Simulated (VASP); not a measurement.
# GaP (F-43m) in VASP: notebook

The runs below take GaP through vibrations by perturbation theory, elastic constants, with LDA.

Program: VASP 6.6.1. These are calculated values, not measurements. Logs are shortened: lines on timing, memory, paths and dates and some standing lists are left out, and cuts for length are marked.

## 1. The cell of the first run

Symmetry: F-43m, No. 216, cubic system. The conventional cell has a = 5.303 Å, b = 5.303 Å, c = 5.303 Å, α = 90.00°, β = 90.00°, γ = 90.00°. Within 3.0 Å of Ga (site symmetry -43m) lie 4 P at 2.30 Å. P (site symmetry -43m) has 4 Ga at 2.30 Å within 3.0 Å.

## 2. Vibrations by perturbation theory, LDA

The input, INCAR:

```
SYSTEM = GaP
  ALGO = Normal
  EDIFF = 1E-8
  ENCUT = 520
  GGA = CA
  IBRION = 8
  ISIF = 2
  ISMEAR = 0
  LASPH = .TRUE.
  LCHARG = .FALSE.
  LEPSILON = .TRUE.
  LREAL = .FALSE.
  LWAVE = .FALSE.
  NELM = 60
  NSW = 1
  PREC = Accurate
  SIGMA = 0.01
```

The input, KPOINTS:

```
k-points
0
G
  10 10 10
  0 0 0
```

The input, POSCAR:

```
GaP
1.0
    0.0000000000      2.6514294726      2.6514294726
    2.6514294726      0.0000000000      2.6514294726
    2.6514294726      2.6514294726      0.0000000000
Ga P
1 1
Direct
    0.0000000000      0.0000000000      0.0000000000
    0.7500000000      0.7500000000      0.7500000000
```

Potentials or basis: VASP PAW LDA potentials, release 64 (Ga_d, P).

Launch:

```bash
> cat potpaw_LDA.64/Ga_d/POTCAR potpaw_LDA.64/P/POTCAR > POTCAR
> mpirun -np 1 vasp_std > vasp.out
```

OUTCAR:

```text
SYSTEM = GaP
   EDIFF = 1E-8
   ENCUT = 520
   GGA = CA
   IBRION = 8
   ISIF = 2
   ISMEAR = 0
   LASPH = .TRUE.
   LEPSILON = .TRUE.
   LREAL = .FALSE.
   NELM = 60
   NSW = 1
   PREC = Accurate

 ion  position               nearest neighbor table
   1  0.000  0.000  0.000-   2 2.30   2 2.30   2 2.30   2 2.30
   2  0.750  0.750  0.750-   1 2.30   1 2.30   1 2.30   1 2.30

  LATTYP: Found a face centered cubic cell.
 ALAT       =     5.3028589452

  Lattice vectors:

 A1 = (   0.0000000000,   2.6514294726,   2.6514294726)
 A2 = (   2.6514294726,   0.0000000000,   2.6514294726)
 A3 = (   2.6514294726,   2.6514294726,   0.0000000000)

Analysis of symmetry for initial positions (statically):
=====================================================================
 Subroutine PRICEL returns:
 Original cell was already a primitive cell.

 Routine SETGRP: Setting up the symmetry group for a
 face centered cubic supercell.

 Subroutine GETGRP returns: Found 24 space group operations
 (whereof 24 operations were pure point group operations)
 out of a pool of 48 trial point group operations.

The static configuration has the point symmetry T_d .

Analysis of symmetry for dynamics (positions and initial velocities):
=====================================================================
 Subroutine PRICEL returns:
 Original cell was already a primitive cell.

 Routine SETGRP: Setting up the symmetry group for a
 face centered cubic supercell.

 Subroutine GETGRP returns: Found 24 space group operations
 (whereof 24 operations were pure point group operations)
 out of a pool of 48 trial point group operations.

The dynamic configuration has the point symmetry T_d .

 Subroutine INISYM returns: Found 24 space group operations
 (whereof 24 operations are pure point group operations),
 and found     1 'primitive' translations

[... 616 lines left out ...]
     0.00000  9.96031  0.00657

 MACROSCOPIC STATIC DIELECTRIC TENSOR (including local field effects in DFT)
 ------------------------------------------------------
          10.516439     0.000000    -0.000000
           0.000000    10.516439     0.000000
           0.000000     0.000000    10.516439
 ------------------------------------------------------

 PIEZOELECTRIC TENSOR (including local field effects)  for field in x, y, z        (e  Angst)
          XX          YY          ZZ          XY          YZ          ZX
  --------------------------------------------------------------------------------
  x     0.00000     0.00000     0.00000     0.00000     1.75049     0.00000
  y     0.00000     0.00000    -0.00000     0.00000     0.00000     1.75049
  z     0.00000    -0.00000     0.00000     1.75049     0.00000     0.00000

 PIEZOELECTRIC TENSOR (including local field effects)  for field in x, y, z        (C/m^2)
          XX          YY          ZZ          XY          YZ          ZX
  --------------------------------------------------------------------------------
  x     0.00000     0.00000     0.00000     0.00000     0.75231     0.00000
  y     0.00000     0.00000    -0.00000     0.00000     0.00000     0.75231
  z     0.00000    -0.00000     0.00000     0.75231     0.00000     0.00000

 BORN EFFECTIVE CHARGES (including local field effects) (in |e|, cummulative output)
 ---------------------------------------------------------------------------------
 ion    1
    1     1.99779     0.00000     0.00000
    2     0.00000     1.99779    -0.00000
    3     0.00000    -0.00000     1.99779
 ion    2
    1    -1.99779     0.00000     0.00000
    2     0.00000    -1.99779     0.00000
    3    -0.00000     0.00000    -1.99779

 INTERNAL STRAIN TENSOR FOR ION    2 for displacements in x,y,z  (eV/Angst):
          X           Y           Z          XY          YZ          ZX
  --------------------------------------------------------------------------------
  x    -0.00000    -0.00000    -0.00000     0.00000     9.96031     0.00000
  y    -0.00000    -0.00000    -0.00000     0.00000     0.00000     9.96031
  z    -0.00000    -0.00000    -0.00000     9.96031     0.00000     0.00000

 SECOND DERIVATIVES (NOT SYMMETRIZED)
 ------------------------------------
               1X          1Y          1Z          2X          2Y          2Z
  1X   -11.783327    0.000000    0.000000   11.783327    0.000000    0.000000
  1Y     0.000000  -11.783327    0.000000    0.000000   11.783327    0.000000
  1Z     0.000000    0.000000  -11.783327    0.000000    0.000000   11.783327
  2X    11.836410    0.000000    0.000000  -11.836410    0.000000    0.000000
  2Y     0.000000   11.836410    0.000000    0.000000  -11.836410    0.000000
  2Z     0.000000    0.000000   11.836410    0.000000    0.000000  -11.836410

 Eigenvectors and eigenvalues of the dynamical matrix
 ----------------------------------------------------

   1 f  =   11.606006 THz    72.922685 2PiTHz  387.134682 cm-1    47.998562 meV
             X         Y         Z           dx          dy          dz
      0.000000  0.000000  0.000000     0.000000    0.553751    0.000000
      3.977144  3.977144  3.977144     0.000000   -0.832682    0.000000
[... 21 lines left out ...]
   6 f/i=    0.012027 THz     0.075568 2PiTHz    0.401177 cm-1     0.049740 meV
             X         Y         Z           dx          dy          dz
      0.000000  0.000000  0.000000     0.000000    0.000000    0.832682
      3.977144  3.977144  3.977144     0.000000    0.000000    0.553751

--------------------------------------------------------------------------------------------------------

 MACROSCOPIC STATIC DIELECTRIC TENSOR IONIC CONTRIBUTION
 ------------------------------------------------------
           1.640397     0.000000     0.000000
           0.000000     1.640397    -0.000000
           0.000000    -0.000000     1.640397
 ------------------------------------------------------

 ELASTIC MODULI CONTR FROM IONIC RELAXATION (kBar)
 Direction    XX          YY          ZZ          XY          YZ          ZX
 --------------------------------------------------------------------------------
 XX          -0.0000     -0.0000     -0.0000      0.0000      0.0000      0.0000
 YY          -0.0000     -0.0000     -0.0000      0.0000      0.0000      0.0000
 ZZ          -0.0000     -0.0000     -0.0000      0.0000      0.0000      0.0000
 XY           0.0000      0.0000      0.0000   -358.2374      0.0000      0.0000
 YZ           0.0000      0.0000      0.0000      0.0000   -358.2374      0.0000
 ZX           0.0000      0.0000      0.0000      0.0000      0.0000   -358.2374
 --------------------------------------------------------------------------------

 PIEZOELECTRIC TENSOR IONIC CONTR  for field in x, y, z        (C/m^2)
          XX          YY          ZZ          XY          YZ          ZX
  --------------------------------------------------------------------------------
  x     0.00000     0.00000     0.00000     0.00000    -0.72133     0.00000
  y     0.00000     0.00000     0.00000     0.00000     0.00000    -0.72133
  z     0.00000     0.00000     0.00000    -0.72133    -0.00000     0.00000
```

Wall time 14 min (1 thread of Intel Xeon Platinum 8375C at 2.90GHz (Ice Lake), shared host); peak memory 0.33 GiB.

What came out:

```
Electronic dielectric tensor (diagonal)                 : 10.52
Born charges (mean of the diagonal)                     : Ga +2.00; P -2.00 e
Highest phonon frequency at Γ, LO-TO splitting left out : 387 cm⁻¹
```

Phonon frequencies in cm⁻¹ (negative: imaginary):
| q point | frequencies |
| --- | --- |
| (0.000, 0.000, 0.000) | 0 0 0 387 387 387 |

Electronic dielectric tensor:
```
10.52  0.00  0.00
 0.00 10.52  0.00
 0.00  0.00 10.52
```

Born effective charge tensors (e):
atom 1, Ga
```
2.00 0.00 0.00
0.00 2.00 0.00
0.00 0.00 2.00
```
atom 2, P
```
-2.00  0.00  0.00
 0.00 -2.00  0.00
 0.00  0.00 -2.00
```

Caveat: the cell stands under pressure or tension, which shifts response properties.

## 3. Elastic constants, LDA

This run uses another cell than the first one, of 16.54 Å³/atom.

The input, INCAR:

```
PREC = Accurate
ENCUT = 600
EDIFF = 1E-8
ISMEAR = 0
SIGMA = 0.01
LREAL = False
LASPH = True
NELM = 80
ALGO = Normal
ISIF = 3
LWAVE = False
LCHARG = False
GGA = CA
IBRION = 6
NFREE = 2
POTIM = 0.015
NSW = 1
```

The input, KPOINTS:

```
regular mesh
0
Gamma
  10 10 10
```

The input, POSCAR:

```
GaP
1.0
    0.0000000000      2.5481060573      2.5481060573
    2.5481060573      0.0000000000      2.5481060573
    2.5481060573      2.5481060573      0.0000000000
Ga P
1 1
Direct
    0.0000000000      0.0000000000      0.0000000000
    0.7500000000      0.7500000000      0.7500000000
```

Potentials or basis: VASP PAW LDA potentials, release 64 (Ga_d, P).

Launch:

```bash
> cat potpaw_LDA.64/Ga_d/POTCAR potpaw_LDA.64/P/POTCAR > POTCAR
> mpirun -np 1 vasp_std > vasp.out
```

Wall time 26 min (1 thread of Intel Xeon Platinum 8375C at 2.90GHz (Ice Lake), shared host); peak memory 0.37 GiB.

Results (log left out):

```
Elastic constants C11, C12, C44                         : 204, 131, 76 GPa
Voigt bulk modulus                                      : 155 GPa
Highest phonon frequency at Γ, LO-TO splitting left out : 446 cm⁻¹
```

Phonon frequencies in cm⁻¹ (negative: imaginary):
| q point | frequencies |
| --- | --- |
| (0.000, 0.000, 0.000) | 0 0 0 446 446 446 |

Elastic tensor in Voigt notation (GPa, in the Cartesian axes of the cell as first typed):
```
204 131 131   0   0   0
131 204 131   0   0   0
131 131 204   0   0   0
  0   0   0  76   0   0
  0   0   0   0  76   0
  0   0   0   0   0  76
```

Clamped-ion elastic tensor (GPa):
```
204 131 131   0   0   0
131 204 131   0   0   0
131 131 204   0   0   0
  0   0   0 163   0   0
  0   0   0   0 163   0
  0   0   0   0   0 163
```

Caveat: the cell is under stress, which shifts elastic constants.

(Continued in part 2 of 2.)
